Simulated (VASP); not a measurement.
# CdSe (F-43m) in VASP: settings compared

CdSe is run at these levels: RPBE, r2SCAN, BHLYP; tasks: relaxation of cell and atoms, single point.

All numbers are computed with VASP 6.6.1; they aren't measurements. Logs are shortened: lines on timing, memory, paths and dates and some standing lists are left out, and cuts for length are marked.

## Step 1: The cell of the first run

Symmetry: F-43m, No. 216, cubic system. Conventional cell: a = 6.141 Å, b = 6.141 Å, c = 6.141 Å, α = 90.00°, β = 90.00°, γ = 90.00°. Within 3.5 Å of Cd (site symmetry -43m) lie 4 Se at 2.66 Å. Within 3.5 Å of Se (site symmetry -43m) lie 4 Cd at 2.66 Å.

## Step 2: Relaxation of cell and atoms, RPBE

INCAR reads:

```
SYSTEM = CdSe
ALGO     = Normal         ! electronic algorithm
EDIFF    = 1E-6           ! SCF threshold, eV
EDIFFG   = -0.01          ! ionic threshold
ENCUT    = 600            ! plane-wave cutoff, eV
GGA      = RP             ! functional
IBRION   = 2              ! ionic algorithm
ISIF     = 3              ! what is computed and relaxed
ISMEAR   = -1             ! smearing method
LASPH    = .TRUE.         ! aspherical terms in the spheres
LCHARG   = .FALSE.        ! write CHGCAR
LREAL    = .FALSE.        ! projectors in reciprocal space
LWAVE    = .FALSE.        ! write WAVECAR
NELM     = 100            ! most SCF steps
NSW      = 80             ! ionic steps
PREC     = Accurate       ! precision mode
SIGMA    = 0.05           ! smearing width, eV
```

KPOINTS reads:

```
k-points
0
G
  8 8 8
  0 0 0
```

POSCAR reads:

```
CdSe
1.0
    0.0000000000      3.0702711986      3.0702711986
    3.0702711986      0.0000000000      3.0702711986
    3.0702711986      3.0702711986      0.0000000000
Cd Se
1 1
Direct
    0.0000000000      0.0000000000      0.0000000000
    0.2500000000      0.2500000000      0.2500000000
```

Potentials or basis: VASP PAW PBE potentials, release 64 (Cd, Se).

The run is started by

```
> cat potpaw_PBE.64/Cd/POTCAR potpaw_PBE.64/Se/POTCAR > POTCAR
> mpirun -np 1 vasp_std > vasp.out
```

OUTCAR:

```text
SYSTEM = CdSe
   EDIFF = 1E-6
   EDIFFG = -0.01
   ENCUT = 600
   GGA = RP
   IBRION = 2
   ISIF = 3
   ISMEAR = -1
   LASPH = .TRUE.
   LREAL = .FALSE.
   NELM = 100
   NSW = 80
   PREC = Accurate

 ion  position               nearest neighbor table
   1  0.000  0.000  0.000-   2 2.66   2 2.66   2 2.66   2 2.66
   2  0.250  0.250  0.250-   1 2.66   1 2.66   1 2.66   1 2.66

  LATTYP: Found a face centered cubic cell.
 ALAT       =     6.1405423972

  Lattice vectors:

 A1 = (   0.0000000000,   3.0702711986,   3.0702711986)
 A2 = (   3.0702711986,   0.0000000000,   3.0702711986)
 A3 = (   3.0702711986,   3.0702711986,   0.0000000000)

Analysis of symmetry for initial positions (statically):
=====================================================================
 Subroutine PRICEL returns:
 Original cell was already a primitive cell.

 Routine SETGRP: Setting up the symmetry group for a
 face centered cubic supercell.

 Subroutine GETGRP returns: Found 24 space group operations
 (whereof 24 operations were pure point group operations)
 out of a pool of 48 trial point group operations.

The static configuration has the point symmetry T_d .

Analysis of symmetry for dynamics (positions and initial velocities):
=====================================================================
 Subroutine PRICEL returns:
 Original cell was already a primitive cell.

 Routine SETGRP: Setting up the symmetry group for a
 face centered cubic supercell.

 Subroutine GETGRP returns: Found 24 space group operations
 (whereof 24 operations were pure point group operations)
 out of a pool of 48 trial point group operations.

The dynamic configuration has the point symmetry T_d .

 Subroutine INISYM returns: Found 24 space group operations
 (whereof 24 operations are pure point group operations),
 and found     1 'primitive' translations

----------------------------------------------------------------------------------------

                                     Primitive cell

  volume of cell :      57.8842

  direct lattice vectors                    reciprocal lattice vectors
     0.000000000  3.070271199  3.070271199    -0.162852063  0.162852063  0.162852063
     3.070271199  0.000000000  3.070271199     0.162852063 -0.162852063  0.162852063
     3.070271199  3.070271199  0.000000000     0.162852063  0.162852063 -0.162852063

  length of vectors
     4.342019169  4.342019169  4.342019169     0.282068048  0.282068048  0.282068048

  position of ions in fractional coordinates (direct lattice)
     0.000000000  0.000000000  0.000000000
     0.250000000  0.250000000  0.250000000

  ion indices of the primitive-cell ions
   primitive index   ion index
                 1           1
                 2           2

----------------------------------------------------------------------------------------

 KPOINTS: k-points

Automatic generation of k-mesh.
 Grid dimensions read from file:
 generate k-points for:    8    8    8

 Generating k-lattice:

  Cartesian coordinates                     Fractional coordinates (reciprocal lattice)
    -0.020356508  0.020356508  0.020356508     0.125000000  0.000000000  0.000000000
     0.020356508 -0.020356508  0.020356508     0.000000000  0.125000000  0.000000000
     0.020356508  0.020356508 -0.020356508     0.000000000  0.000000000  0.125000000

  Length of vectors
     0.035258506  0.035258506  0.035258506

  Shift w.r.t. Gamma in fractional coordinates (k-lattice)
     0.000000000  0.000000000  0.000000000

 Subroutine IBZKPT returns following result:
 ===========================================

 Found     29 irreducible k-points:

 Following reciprocal coordinates:
            Coordinates               Weight
  0.000000  0.000000  0.000000      1.000000
  0.125000  0.000000  0.000000      8.000000
  0.250000  0.000000  0.000000      8.000000
  0.375000  0.000000  0.000000      8.000000
  0.500000  0.000000  0.000000      4.000000
  0.125000  0.125000  0.000000      6.000000
[... 16 lines left out ...]
  0.500000  0.250000  0.125000     48.000000
 -0.375000  0.250000  0.125000     24.000000
 [... further k-points ...]
   k-points           NKPTS =     29   k-points in BZ     NKDIM =     29   number of bands    NBANDS=     13
   number of dos      NEDOS =    301   number of ions     NIONS =      2
   total plane-waves  NPLWV =  46656
   dimension x,y,z NGX =    36 NGY =   36 NGZ =   36
   dimension x,y,z NGXF=    72 NGYF=   72 NGZF=   72
   ions per type =               1   1
   NGX,Y,Z   is equivalent  to a cutoff of  13.78, 13.78, 13.78 a.u.
   NGXF,Y,Z  is equivalent  to a cutoff of  27.57, 27.57, 27.57 a.u.
 SYSTEM =  CdSe
   PREC   = accura    normal or accurate (medium, high low for compatibility)
   ISTART =      0    job   : 0-new  1-cont  2-samecut
   ICHARG =      2    charge: 1-file 2-atom 10-const
   ISPIN  =      1    spin polarized calculation?
   LNONCOLLINEAR =      F non collinear calculations
   LSORBIT =      F    spin-orbit coupling
   LASPH  =      T    aspherical Exc in radial PAW
   ENCUT  =  600.0 eV  44.10 Ry    6.64 a.u.   8.67  8.67  8.67*2*pi/ulx,y,z
   NELM   =    100;   NELMIN=  2; NELMDL= -5     # of ELM steps
   EDIFF  = 0.1E-05   stopping-criterion for ELM
   LREAL  =      F    real-space projection
   EDIFFG = -.1E-01   stopping-criterion for IOM
   NSW    =     80    number of steps for IOM
   IBRION =      2    ionic relax: 0-MD 1-quasi-New 2-CG
   NFREE  =      1    steps in history (QN), initial steepest desc. (CG)
   ISIF   =      3    stress and relaxation
   ISYM   =      2    0-nonsym 1-usesym 2-fastsym
   POTIM  = 0.5000    time-step for ionic-motion
   TEBEG  =    0.0;   TEEND  =   0.0 temperature during run
   PSTRESS=    0.0 pullay stress
   NELECT =      18.0000    total number of electrons
   NUPDOWN=      -1.0000    fix difference up-down
   EMIN   =  10.00;   EMAX   =-10.00  energy-range for DOS
   EFERMI =   0.00;   METHOD = LEGACY
   ISMEAR =    -1;   SIGMA  =   0.05  broadening in eV -4-tet -1-fermi 0-gaus
   EFERMI_NEDOS =   21; number of points for ismear=-14 and -15
   IALGO  =     38    algorithm
   IMIX   =      4    mixing-type and parameters
     AMIX     =   0.40;   BMIX     =  1.00
     AMIX_MAG =   1.60;   BMIX_MAG =  1.00
  volume/ion in A,a.u.               =      28.94       195.31
  Fermi-wavevector in a.u.,A,eV,Ry     =   1.109121  2.095935 16.737199  1.230149
  Thomas-Fermi vector in A             =   2.245657
   LORBIT       =      0    0 simple, 1 ext, 2 COOP (PROOUT), +10 PAW based schemes
   GGA     = RP    functional components
   LHFCALC =     F    Hartree Fock is set to
   AEXX    =    0.0000 exact exchange contribution
   IVDW    =     0    specifies the selected vdW correction
   LEPSILON=     F    determine dielectric tensor
   LRPA    =     F    only Hartree local field effects (RPA)
 conjugate gradient relaxation of ions
 non-spin polarized calculation
  energy-cutoff  :      600.00
  volume of cell :       57.88
 maximum number of plane-waves:      1964
   NGX = 17   NGY = 17   NGZ = 17

--------------------------------------- Ionic step        1  -------------------------------------------

 number of electron      17.9999997 magnetization

 Free energy of the ion-electron system (eV)
  ---------------------------------------------------
  ext. energy  EPLUGINS =         0.00000000
  ---------------------------------------------------
  free energy    TOTEN  =        -4.83421462 eV

  energy without entropy =       -4.83420917  energy(sigma->0) =       -4.83421190

------------------------ aborting loop because EDIFF is reached ----------------------------------------

  FORCE on cell =-STRESS in cart. coord.  units (eV):
  Direction    XX          YY          ZZ          XY          YZ          ZX
  --------------------------------------------------------------------------------------
  -------------------------------------------------------------------------------------
  Total        1.2350576      1.2350576      1.2350576      0.0000000      0.0000000     -0.0000000
  in kB       34.1851568     34.1851568     34.1851568      0.0000000      0.0000000     -0.0000000
  external PRESSURE =      34.1851568 kB  Pullay stress =       0.0000000 kB
[... 57 lines left out ...]
  energy  without entropy=       -4.8767724103  energy(sigma->0) =       -4.87678781

--------------------------------------- Ionic step        3  -------------------------------------------

 number of electron      18.0000004 magnetization

 Free energy of the ion-electron system (eV)
  ---------------------------------------------------
  ext. energy  EPLUGINS =         0.00000000
  ---------------------------------------------------
  free energy    TOTEN  =        -4.87831901 eV

  energy without entropy =       -4.87829585  energy(sigma->0) =       -4.87830743

 E-fermi :   0.6406     XC(G=0):  -8.1718

 val. band max:        0.3115672918   @ k =   0.0000   0.0000   0.0000
 cond. band min:       0.8806723758   @ k =   0.0000   0.0000   0.0000
 fundamental gap:      0.5691050841
 Fermi energy:         0.6406285522

 k-point     1 :       0.0000    0.0000    0.0000
  band No.  band energies     occupation
      1     -11.7128      2.00000
      2      -7.3457      2.00000
      3      -7.3457      2.00000
      4      -7.3457      2.00000
      5      -7.0738      2.00000
      6      -7.0738      2.00000
      7       0.3116      1.99723
      8       0.3116      1.99723
      9       0.3116      1.99723
     10       0.8807      0.01631
     11       6.3065      0.00000
     12       6.3065      0.00000
     13       6.3065      0.00000
[... 353 lines left out ...]
 k-point    24 :      -0.3750    0.2500    0.1250
  band No.  band energies     occupation
      1     -11.3846      2.00000
      2      -7.2479      2.00000
      3      -7.2316      2.00000
      4      -7.0848      2.00000
      5      -7.0608      2.00000
      6      -6.7799      2.00000
      7      -3.2705      2.00000
      8      -1.3241      2.00000
      9      -0.6786      2.00000
     10       3.9826      0.00000
     11       5.9697      0.00000
     12       7.0284      0.00000
     13       8.1768      0.00000

 [... further k-points ...]

------------------------ aborting loop because EDIFF is reached ----------------------------------------

  FORCE on cell =-STRESS in cart. coord.  units (eV):
  Direction    XX          YY          ZZ          XY          YZ          ZX
  --------------------------------------------------------------------------------------
  -------------------------------------------------------------------------------------
  Total        0.0078823      0.0078823      0.0078823     -0.0000000     -0.0000000      0.0000000
  in kB        0.2026999      0.2026999      0.2026999     -0.0000000     -0.0000000      0.0000000
  external PRESSURE =       0.2026999 kB  Pullay stress =       0.0000000 kB
[... 17 lines left out ...]
  FREE ENERGIE OF THE ION-ELECTRON SYSTEM (eV)
  ---------------------------------------------------
  free  energy   TOTEN  =        -4.8783190065 eV

  energy  without entropy=       -4.8782958462  energy(sigma->0) =       -4.87830743

 reached required accuracy - stopping structural energy minimisation
```

Run time: 34 s. Hardware: 1 thread of Intel Xeon Platinum 8488C (Sapphire Rapids), shared host; peak memory 0.23 GiB.

Results:

```
Free energy                           : -4.8783 eV
Relaxed volume                        : 31.15 Å³/atom
Relaxed cell                          : a = 4.450 Å, b = 4.450 Å, c = 4.450 Å, α = 60.00°, β = 60.00°, γ = 60.00°
Space group after relaxing (to 0.1 Å) : F-43m (No. 216)
Energy gained by relaxing             : 22.1 meV/atom
Ionic steps                           : 3
Pressure after relaxing               : 0.0 GPa
Band gap on the k mesh                : 0.57 eV
```

Step by step:
```
step  energy change (eV)  largest force (eV/Å)  pressure (GPa)  volume (Å³)
   1              0.0000                0.0000            3.42        57.88
   2             -0.0426                0.0000           -0.54        63.21
   3             -0.0441                0.0000            0.02        62.30
```

Final structure:
```cif
data_structure
_symmetry_space_group_name_H-M 'P 1'
_symmetry_Int_Tables_number 1
_cell_length_a 4.4498
_cell_length_b 4.4498
_cell_length_c 4.4498
_cell_angle_alpha 60.000
_cell_angle_beta 60.000
_cell_angle_gamma 60.000
_cell_volume 62.30
loop_
_atom_site_label
_atom_site_type_symbol
_atom_site_fract_x
_atom_site_fract_y
_atom_site_fract_z
_atom_site_occupancy
Cd1 Cd 0.00000 0.00000 0.00000 1
Se1 Se 0.25000 0.25000 0.25000 1
```

Caveat: the PAW data sets were made with another functional, which shifts forces and pressure a little.

## Step 3: Single point, r2SCAN, non-collinear spin, zero start, spin-orbit coupling

POSCAR is that of step 2.

INCAR.step1 reads:

```
  PREC = Accurate
  ENCUT = 520
  ISMEAR = -1
  SIGMA = 0.05
  LREAL = False
  LASPH = True
  NELM = 150
  MAGMOM = 0 0 0 0 0 0
  LSORBIT = True
  GGA_COMPAT = False
  NBANDS = 30
  GGA = PE
  ALGO = Normal
  EDIFF = 1E-4
  LWAVE = True
  LCHARG = False
```

INCAR.step2 reads:

```
  PREC = Accurate
  ENCUT = 520
  EDIFF = 1E-7
  ISMEAR = -1
  SIGMA = 0.05
  LREAL = False
  LASPH = True
  NELM = 150
  ALGO = Normal
  ISIF = 2
  LWAVE = False
  LCHARG = False
  MAGMOM = 0 0 0 0 0 0
  LORBIT = 11
  LSORBIT = True
  GGA_COMPAT = False
  LORBMOM = True
  METAGGA = R2SCAN
  LMIXTAU = True
  NBANDS = 30
  ISTART = 1
```

KPOINTS reads:

```
regular mesh
0
Gamma
  6 6 6
```

Potentials or basis: VASP PAW PBE potentials, release 64 (Cd, Se).

The run is started by

```
> cat potpaw_PBE.64/Cd/POTCAR potpaw_PBE.64/Se/POTCAR > POTCAR
> cp INCAR.step1 INCAR
> mpirun -np 1 vasp_ncl > vasp.out
> cp INCAR.step2 INCAR
> mpirun -np 1 vasp_ncl > vasp.out
```

Wall time 4.9 min (1 thread of Intel Xeon Platinum 8259CL at 2.50GHz (Skylake/Cascade Lake), shared host); peak memory 0.4 GiB.

The run converged. Its results:

```yaml
Free_energy: -35.9591 eV
Pressure: 0.1 GPa
Net_moment: 0.00 μB per cell
Valence_electrons_inside_the_program's_atomic_spheres: Cd 10.28; Se 3.90
```

Moments on the atoms (μB; x, y, z):
```
Cd  0.00 0.00 0.00
Se  0.00 0.00 0.00
```

Caveat: the PAW data sets were made with another functional, which shifts forces and pressure a little.

[end of part 1 of 2]
